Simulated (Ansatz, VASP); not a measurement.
**NaF in VASP and in Ansatz**

Contents of INCAR:

```
PREC = Accurate
ENCUT = 520
EDIFF = 1E-6
ISMEAR = 0
SIGMA = 0.01
LREAL = False
LASPH = True
NELM = 100
ALGO = Normal
ISIF = 2
LWAVE = False
LCHARG = False
GGA = PE
NBANDS = 22
```

File KPOINTS:

```
regular mesh
0
Gamma
  9 9 4
```

Contents of POSCAR:

```
NaF
1.0
    3.3174077021      0.0000000000      0.0000000000
   -1.6587038510      2.8729593447      0.0000000000
    0.0000000000      0.0000000000      5.8042183749
Na F
2 2
Direct
    0.0000000000      0.0000000000      0.0000000000
    0.0000000000      0.0000000000      0.5000000000
    0.3333333333      0.6666666667      0.2500000000
    0.6666666667      0.3333333333      0.7500000000
```

Input for Ansatz:

```yaml
crystal:
  lattice:
    - [3.3174077021, 0.0, 0.0]
    - [-1.658703851, 2.8729593447, 0.0]
    - [0.0, 0.0, 5.8042183749]
  atoms:
    - { symbol: Na, position: [0.0, 0.0, 0.0] }
    - { symbol: Na, position: [0.0, 0.0, 0.5] }
    - { symbol: F, position: [0.3333333333, 0.6666666667, 0.25] }
    - { symbol: F, position: [0.6666666667, 0.3333333333, 0.75] }
kpoints:
  mp_grid: { grid: [9, 9, 4] }
hamiltonian:
  xc: pbe
scf:
  occupations: { method: fixed }
  n_extra_bands: 5
output:
  forces: true
  stress: true
  eigenvalues: true
```

Alike in both runs: task single point; functional PBE; k mesh 9 × 9 × 4; no spin polarisation.

```csv
,VASP,Ansatz
version,VASP 6.6.1,Ansatz 0.2.0
potentials or method,"VASP PAW PBE potentials, release 64 (Na_pv, F)","plane waves, PAW"
plane-wave cutoff (eV),520,420
occupations,"gaussian, width 0.01 eV",fixed
valence electrons in the cell,28,32
```

|  | VASP | Ansatz | Ansatz less VASP |
| --- | --- | --- | --- |
| gap on the k mesh at the Fermi level (eV) | 5.69 | 5.71 | +0.015 |
| pressure (GPa) | -2.4 | -2.2 | +0.16 |
| traceless stress, the component that is largest in VASP (GPa) | -0.14 | -0.15 | -0.015 |

VASP's potentials hold 28 valence electrons a cell and Ansatz's 32, so a difference there can come from the potentials and not from the codes.
